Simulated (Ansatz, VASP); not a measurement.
# One calculation of Cu, two programs

File INCAR:

```
SYSTEM = Cu
PREC     = Accurate       ! precision mode
ENCUT    = 600            ! plane-wave cutoff, eV
EDIFF    = 1E-7           ! SCF threshold, eV
ISMEAR   = 1              ! smearing method
SIGMA    = 0.1            ! smearing width, eV
LREAL    = .False.        ! projectors in reciprocal space
LASPH    = .True.         ! aspherical terms in the spheres
NELM     = 80             ! most SCF steps
ALGO     = Normal         ! electronic algorithm
ISIF     = 3              ! what is computed and relaxed
LWAVE    = .False.        ! write WAVECAR
LCHARG   = .False.        ! write CHGCAR
GGA      = PE             ! functional
IBRION   = 2              ! ionic algorithm
NSW      = 80             ! ionic steps
EDIFFG   = -0.005         ! ionic threshold
```

Contents of KPOINTS:

```
regular mesh
0
Gamma
  18 18 18
  0 0 0
```

File POSCAR:

```
Cu
1.0
    0.0000000000      1.7887153000      1.7887153000
    1.7887153000      0.0000000000      1.7887153000
    1.7887153000      1.7887153000      0.0000000000
Cu
1
Direct
    0.0000000000      0.0000000000      0.0000000000
```

Input for Ansatz:

```yaml
crystal:
  lattice:
    - [0.0, 1.7887153, 1.7887153]
    - [1.7887153, 0.0, 1.7887153]
    - [1.7887153, 1.7887153, 0.0]
  atoms:
    - { symbol: Cu, position: [0.0, 0.0, 0.0] }
basis:
  ecutwfc: 420
  xc_grid: 2
hamiltonian:
  xc: pbe
  pseudopotentials: { kind: paw, azcp: { folder: soft_1 } }
kpoints:
  mp_grid: { grid: [18, 18, 18] }
scf:
  occupations: { method: methfessel_paxton, width: 0.1 }
  max_iter: 120
relax:
  f_tol: 0.005
  max_steps: 60
  cell: {}
output:
  forces: true
  stress: true
checkpoint:
  write: "../cell.run"
  compress: false
  write_wavefunctions: false
  write_every: 100000
```

Alike in both runs: task relaxation of cell and atoms; functional PBE; k mesh 18 × 18 × 18; occupations methfessel-paxton of order 1, width 0.1 eV; no spin polarisation.

```csv
,VASP,Ansatz
version,VASP 6.6.1,Ansatz 0.2.0
potentials or method,"VASP PAW PBE potentials, release 64 (Cu), cutoff 600 eV",plane-wave PAW DFT
valence electrons in the cell,11,19
```

Ansatz gave:

- relaxed volume (Å³/atom): 11.96
- relaxed cell length with the largest relative difference (Å): 2.567

Problem. What did VASP give for the same quantities?

Solution. Relaxed volume (Å³/atom): 12.02; relaxed cell length with the largest relative difference (Å): 2.571.

VASP's potentials hold 11 valence electrons a cell and Ansatz's 19, so a difference there can come from the potentials and not from the codes.
